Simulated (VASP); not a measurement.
# Ba8Hf8O25 (a cell with a defect) in VASP: single point with PBEsol

Aim: the single point of Ba8Hf8O25 (a cell with a defect) with PBEsol.

All numbers are computed with VASP 6.6.1; they aren't measurements. Logs are shortened: lines on timing, memory, paths and dates and some standing lists are left out, and cuts for length are marked.

### Step 1. The cell of the first run

The cell holds a defect, 41 atoms: a = 8.315 Å, b = 8.315 Å, c = 8.315 Å, α = 90.00°, β = 90.00°, γ = 90.00°.

### Step 2. Single point, PBEsol

INCAR

```
PREC = Accurate ; ENCUT = 520
EDIFF = 1E-6 ; ISMEAR = -1
SIGMA = 0.05 ; LREAL = Auto
LASPH = True ; NELM = 60
ALGO = Normal ; ISIF = 2
LWAVE = False ; LCHARG = False
GGA = PS ; ISYM = 0
NBANDS = 181
```

KPOINTS

```
Automatic mesh
0
Gamma
  1 1 1
  0.25 0.25 0.25
```

POSCAR

```
Ba8Hf8O25
1.0
    8.3151870000      0.0000000000      0.0000000000
    0.0000000000      8.3151870000      0.0000000000
    0.0000000000      0.0000000000      8.3151870000
Ba Hf O
8 8 25
Direct
    0.0019760000      0.0077130000      0.0000410000
    0.9952400000      0.9905830000      0.5004170000
    0.0012380000      0.4982080000      0.9999930000
    0.9937830000      0.5158420000      0.4994990000
    0.5052780000      0.0079380000      0.0000670000
    0.5123280000      0.9902520000      0.5005250000
    0.5046270000      0.4982990000      0.9999430000
    0.5109830000      0.5151360000      0.4995400000
    0.2532340000      0.2530540000      0.2464610000
    0.2531800000      0.2530200000      0.7536710000
    0.2532720000      0.7530590000      0.2498090000
    0.2531470000      0.7529200000      0.7502030000
    0.7534000000      0.2530720000      0.2484270000
    0.7531370000      0.2529580000      0.7516230000
    0.7532380000      0.7531490000      0.2469840000
    0.7531340000      0.7529180000      0.7530180000
    0.2534200000      0.2530140000      0.0000760000
    0.1659080000      0.2555020000      0.5007260000
    0.2531260000      0.7529470000      0.0000200000
    0.2533440000      0.7530280000      0.5000130000
    0.7530890000      0.2529860000      0.0000020000
    0.7533380000      0.2530600000      0.5000050000
    0.7532620000      0.7530180000      0.0000050000
    0.7530670000      0.7530460000      0.4999960000
    0.0011490000      0.2534330000      0.2282250000
    0.0009580000      0.2528030000      0.7711400000
    0.0031460000      0.7526720000      0.2524730000
    0.0028920000      0.7529710000      0.7475450000
    0.5055920000      0.2529300000      0.2292410000
    0.5054040000      0.2530080000      0.7712990000
    0.5035020000      0.7533410000      0.2522950000
    0.5032500000      0.7530250000      0.7477550000
    0.2526260000      0.0042990000      0.2554520000
    0.2527190000      0.0041740000      0.7442920000
    0.2540600000      0.5018570000      0.2558450000
    0.2535430000      0.5017300000      0.7445910000
    0.7537160000      0.0020700000      0.2511840000
    0.7532180000      0.0018090000      0.7489840000
    0.7529580000      0.5042190000      0.2510830000
    0.7531570000      0.5039700000      0.7489700000
    0.3401650000      0.2507600000      0.4994170000
```

Potentials or basis: VASP PAW PBE potentials, release 64 (Ba_sv, Hf_pv, O).

Run with:

```sh
$ cat potpaw_PBE.64/Ba_sv/POTCAR potpaw_PBE.64/Hf_pv/POTCAR potpaw_PBE.64/O/POTCAR > POTCAR
$ mpirun -np 1 vasp_std > vasp.out
```

OUTCAR:

```text
PREC = Accurate
   ENCUT = 520
   EDIFF = 1E-6
   ISMEAR = -1
   LREAL = Auto
   LASPH = True
   NELM = 60
   ISIF = 2
   GGA = PS
   ISYM = 0

 ion  position               nearest neighbor table
   1  0.002  0.008  0.000-  25 2.79  26 2.79  21 2.91  17 2.92  37 2.94  38 2.94  23 2.96  19 2.97
                            33 2.98  34 2.98  28 2.98  27 2.98  13 3.56  14 3.56  10 3.57   9 3.57
   2  0.995  0.991  0.500-  18 2.62  24 2.82  28 2.85  27 2.86  38 2.89  37 2.89  20 2.92  34 2.95
                            33 2.96  22 2.97  26 3.13  25 3.15  16 3.52  15 3.52  12 3.58  11 3.58
   3  0.001  0.498  1.000-  25 2.78  26 2.79  21 2.90  17 2.92  40 2.94  39 2.94  23 2.96  19 2.98
                            27 2.98  28 2.98  36 2.99  35 2.99  13 3.56  14 3.56  10 3.57   9 3.57
   4  0.994  0.516  0.499-  18 2.60  24 2.81  27 2.85  28 2.85  39 2.88  40 2.88  20 2.92  22 2.96
                            35 2.97  36 2.97  25 3.14  26 3.14  15 3.51  16 3.51  11 3.59  12 3.59
   5  0.505  0.008  0.000-  30 2.79  29 2.79  21 2.90  17 2.92  38 2.93  37 2.94  23 2.96  31 2.98
                            19 2.98  32 2.98  33 2.99  34 2.99  14 3.56  13 3.56   9 3.57  10 3.57
   6  0.512  0.990  0.501-  41 2.60  24 2.81  32 2.85  31 2.85  38 2.88  37 2.89  20 2.92  34 2.96
                            22 2.97  33 2.97  30 3.14  29 3.14  16 3.51  15 3.51  12 3.58  11 3.59
   7  0.505  0.498  1.000-  30 2.79  29 2.79  21 2.90  17 2.92  39 2.94  40 2.94  23 2.96  19 2.98
                            36 2.98  35 2.98  32 2.98  31 2.98  14 3.56  13 3.56  10 3.57   9 3.57
   8  0.511  0.515  0.500-  41 2.62  24 2.82  31 2.86  32 2.86  39 2.89  40 2.89  20 2.92  35 2.95
                            36 2.96  22 2.97  29 3.13  30 3.14  15 3.52  16 3.52  11 3.58  12 3.58
   9  0.253  0.253  0.246-  17 2.05  33 2.07  35 2.07  25 2.10  29 2.10  41 2.22  18 2.24   1 3.57
                             7 3.57   5 3.57   3 3.57   8 3.71   2 3.72   4 3.72   6 3.73
  10  0.253  0.253  0.754-  17 2.05  36 2.07  34 2.07  26 2.10  30 2.10  18 2.23  41 2.23   1 3.57
                             7 3.57   3 3.57   5 3.57   2 3.71   8 3.72   6 3.72   4 3.73
  11  0.253  0.753  0.250-  19 2.08  27 2.08  20 2.08  31 2.08  35 2.09  33 2.09   8 3.58   2 3.58
                             4 3.59   6 3.59   1 3.63   7 3.63   5 3.63   3 3.63
  12  0.253  0.753  0.750-  19 2.08  32 2.08  20 2.08  28 2.08  36 2.09  34 2.09   2 3.58   6 3.58
                             8 3.58   4 3.59   1 3.63   7 3.63   3 3.63   5 3.63
  13  0.753  0.253  0.248-  21 2.07  29 2.07  25 2.07  37 2.09  39 2.09  22 2.09   3 3.56   5 3.56
                             1 3.56   7 3.56   4 3.62   8 3.63   6 3.63   2 3.63
  14  0.753  0.253  0.752-  21 2.07  30 2.07  26 2.07  40 2.09  38 2.09  22 2.09   5 3.56   3 3.56
                             7 3.56   1 3.56   6 3.63   2 3.63   4 3.63   8 3.63
  15  0.753  0.753  0.247-  23 2.05  37 2.07  39 2.07  31 2.08  27 2.08  24 2.10   4 3.51   6 3.51
                             8 3.52   2 3.52   5 3.60   3 3.60   1 3.60   7 3.60
  16  0.753  0.753  0.753-  23 2.05  38 2.07  40 2.07  28 2.08  32 2.08  24 2.10   6 3.51   4 3.51
                             2 3.52   8 3.52   3 3.60   5 3.60   7 3.60   1 3.60
  17  0.253  0.253  0.000-   9 2.05  10 2.05   7 2.92   1 2.92   5 2.92   3 2.92
  18  0.166  0.256  0.501-  41 1.45  10 2.23   9 2.24   4 2.60   2 2.62
  19  0.253  0.753  0.000-  11 2.08  12 2.08   1 2.97   7 2.98   3 2.98   5 2.98
  20  0.253  0.753  0.500-  12 2.08  11 2.08   8 2.92   2 2.92   6 2.92   4 2.92
  21  0.753  0.253  0.000-  14 2.07  13 2.07   5 2.90   3 2.90   7 2.90   1 2.91
  22  0.753  0.253  0.500-  13 2.09  14 2.09   4 2.96   6 2.97   2 2.97   8 2.97
[... 199 lines left out ...]
   GGA     = PS    functional components
   LHFCALC =     F    Hartree Fock is set to
   AEXX    =    0.0000 exact exchange contribution
   IVDW    =     0    specifies the selected vdW correction
   LEPSILON=     F    determine dielectric tensor
   LRPA    =     F    only Hartree local field effects (RPA)
 non-spin polarized calculation
  energy-cutoff  :      520.00
  volume of cell :      574.93
 maximum number of plane-waves:     15468
 NGX is ok and might be reduce to    64
   NGX = 31   NGY = 31   NGZ = 31

 number of electron     309.9999973 magnetization

 Free energy of the ion-electron system (eV)
  ---------------------------------------------------
  ext. energy  EPLUGINS =         0.00000000
  ---------------------------------------------------
  free energy    TOTEN  =      -368.25177540 eV

  energy without entropy =     -368.25177540  energy(sigma->0) =     -368.25177540

 E-fermi :   3.8189     XC(G=0): -11.2169

 val. band max:        2.5183614367   @ k =  -0.2500  -0.2500   0.2500
 cond. band min:       6.4495914094   @ k =  -0.2500   0.2500   0.2500
 fundamental gap:      3.9312299727
 Fermi energy:         3.8188759700

 k-point     1 :       0.2500    0.2500    0.2500
  band No.  band energies     occupation
      1     -26.7257      2.00000
      2     -26.5621      2.00000
      3     -26.4705      2.00000
      4     -26.4654      2.00000
      5     -26.3774      2.00000
      6     -26.3752      2.00000
[... 669 lines left out ...]
    166       8.1509      0.00000
    167       8.2521      0.00000
 [bands above 167 left out]

------------------------ aborting loop because EDIFF is reached ----------------------------------------

  FORCE on cell =-STRESS in cart. coord.  units (eV):
  Direction    XX          YY          ZZ          XY          YZ          ZX
  --------------------------------------------------------------------------------------
  -------------------------------------------------------------------------------------
  Total        6.3957243      4.7885596      3.6322867     -0.1547157     -0.0532680     -0.0184481
  in kB       17.8231416     13.3444111     10.1221937     -0.4311505     -0.1484434     -0.0514099
  external PRESSURE =      13.7632488 kB  Pullay stress =       0.0000000 kB

 VOLUME and BASIS-vectors are now :
 -----------------------------------------------------------------------------
  energy-cutoff  :      520.00
  volume of cell :      574.93
      direct lattice vectors                 reciprocal lattice vectors
     8.315187000  0.000000000  0.000000000     0.120261877  0.000000000  0.000000000
     0.000000000  8.315187000  0.000000000     0.000000000  0.120261877  0.000000000
     0.000000000  0.000000000  8.315187000     0.000000000  0.000000000  0.120261877

 POSITION                                       TOTAL-FORCE (eV/Angst)
 -----------------------------------------------------------------------------------
      0.01643      0.06414      0.00034        -0.003559     -0.053149     -0.000425
      8.27561      8.23688      4.16106        -0.009772      0.014023     -0.009281
      0.01029      4.14269      8.31513         0.019994      0.057533     -0.009083
      8.26349      4.28932      4.15343         0.001072      0.023215      0.023525
      4.20148      0.06601      0.00056        -0.022723     -0.058778      0.005482
      4.26010      8.23413      4.16196         0.008434     -0.023690     -0.022085
[... 33 lines left out ...]
      6.26264      4.19060      6.22783        -0.003029      0.010456      0.016858
      2.82854      2.08512      4.15275         0.130985      0.071486      0.016674
 -----------------------------------------------------------------------------------
    total drift:                               -0.003452      0.003343     -0.002218

  FREE ENERGIE OF THE ION-ELECTRON SYSTEM (eV)
  ---------------------------------------------------
  free  energy   TOTEN  =      -368.2517753958 eV

  energy  without entropy=     -368.2517753958  energy(sigma->0) =     -368.25177540
```

OSZICAR:

```text
N       E                     dE             d eps       ncg     rms          rms(c)
DAV:   1     0.225523995891E+04    0.22552E+04   -0.16943E+05  1448   0.167E+03
DAV:   2    -0.232430423972E+03   -0.24877E+04   -0.24187E+04  1788   0.403E+02
DAV:   3    -0.412010228415E+03   -0.17958E+03   -0.17860E+03  1664   0.103E+02
DAV:   4    -0.418303549419E+03   -0.62933E+01   -0.62845E+01  2096   0.176E+01
DAV:   5    -0.418447399259E+03   -0.14385E+00   -0.14381E+00  1992   0.250E+00    0.174E+02
DAV:   6    -0.369478805708E+03    0.48969E+02   -0.29823E+02  1736   0.370E+01    0.149E+02
DAV:   7    -0.368467709049E+03    0.10111E+01   -0.25352E+01  1664   0.129E+01    0.734E+01
DAV:   8    -0.368340830702E+03    0.12688E+00   -0.20835E+00  1880   0.365E+00    0.944E+00
DAV:   9    -0.368253969536E+03    0.86861E-01   -0.50221E-01  1680   0.186E+00    0.557E+00
DAV:  10    -0.368252446424E+03    0.15231E-02   -0.68014E-02  1704   0.651E-01    0.433E-01
DAV:  11    -0.368251625638E+03    0.82079E-03   -0.12358E-02  1720   0.312E-01    0.685E-01
DAV:  12    -0.368251708863E+03   -0.83225E-04   -0.17230E-03  1712   0.112E-01    0.191E-01
DAV:  13    -0.368251765280E+03   -0.56418E-04   -0.32010E-04  1720   0.461E-02    0.396E-02
DAV:  14    -0.368251780337E+03   -0.15057E-04   -0.10170E-04  1840   0.276E-02    0.525E-02
DAV:  15    -0.368251775714E+03    0.46234E-05   -0.39689E-05  1584   0.137E-02    0.116E-02
DAV:  16    -0.368251775396E+03    0.31814E-06   -0.43572E-06  1320   0.547E-03
   1 F= -.36825178E+03 E0= -.36825178E+03  d E =-.132872E-10
```

stdout:

```text
POSCAR found type information on POSCAR BaHfO
 POSCAR found :  3 types and      41 ions
 scaLAPACK will be used
 -----------------------------------------------------------------------------
|                                                                             |
|                                                                             |
|     You enforced a specific xc type in the INCAR file but a different       |
|     I HOPE YOU KNOW WHAT YOU ARE DOING!                                     |
|                                                                             |
 -----------------------------------------------------------------------------

 LDA part: xc-table for (Slater+PW92), standard interpolation
 POSCAR, INCAR and KPOINTS ok, starting setup
 FFT: planning ... GRIDC
 FFT: planning ... GRID_SOFT
 FFT: planning ... GRID
 WAVECAR not read
 entering main loop
```

Wall time 25 min (1 thread of Intel Xeon 8259CL, shared host); peak memory 0.73 GiB.

What came out:

```yaml
Free_energy: -368.2518 eV
Pressure: 1.4 GPa
Largest_force: 0.162 eV/Å
Band_gap_on_the_k_mesh: 3.93 eV
```

Forces on the atoms (eV/Å):
```
Ba  -0.004 -0.053  0.000
Ba  -0.010  0.014 -0.009
Ba   0.020  0.058 -0.009
Ba   0.001  0.023  0.024
Ba  -0.023 -0.059  0.005
Ba   0.008 -0.024 -0.022
Ba  -0.001  0.052  0.003
Ba   0.024  0.005  0.014
Hf   0.000 -0.005  0.032
Hf   0.003  0.003 -0.036
Hf   0.006  0.009  0.007
Hf   0.000 -0.005 -0.006
Hf  -0.019 -0.007 -0.044
Hf   0.019  0.010  0.040
Hf  -0.002  0.007  0.011
Hf  -0.003 -0.010 -0.009
O    0.001  0.002 -0.006
O   -0.135 -0.086 -0.024
O    0.001  0.003  0.000
O   -0.003  0.002  0.001
O    0.002  0.001  0.003
O    0.004  0.000  0.001
O    0.001  0.003  0.002
O    0.004  0.001  0.002
O   -0.007  0.001  0.118
O   -0.014 -0.002 -0.077
O   -0.001 -0.003 -0.027
O    0.017 -0.006  0.026
O    0.003 -0.001  0.080
O   -0.004 -0.010 -0.109
O   -0.014  0.007 -0.028
O    0.004  0.002  0.026
O   -0.002 -0.002 -0.009
O    0.008  0.007  0.020
O   -0.014 -0.009 -0.021
O   -0.004 -0.001  0.011
O   -0.001 -0.011 -0.020
O   -0.002  0.009  0.013
O    0.006 -0.006 -0.017
O   -0.003  0.010  0.017
O    0.131  0.071  0.017
```

Stress tensor (GPa, compression positive):
```
 1.78 -0.04 -0.01
-0.04  1.33 -0.01
-0.01 -0.01  1.01
```

Caveat: the k points lie up to 0.76 Å⁻¹ apart; the PAW data sets were made with another functional, which shifts forces and pressure a little; spin-orbit coupling is left out, which moves the levels of the heavy elements.
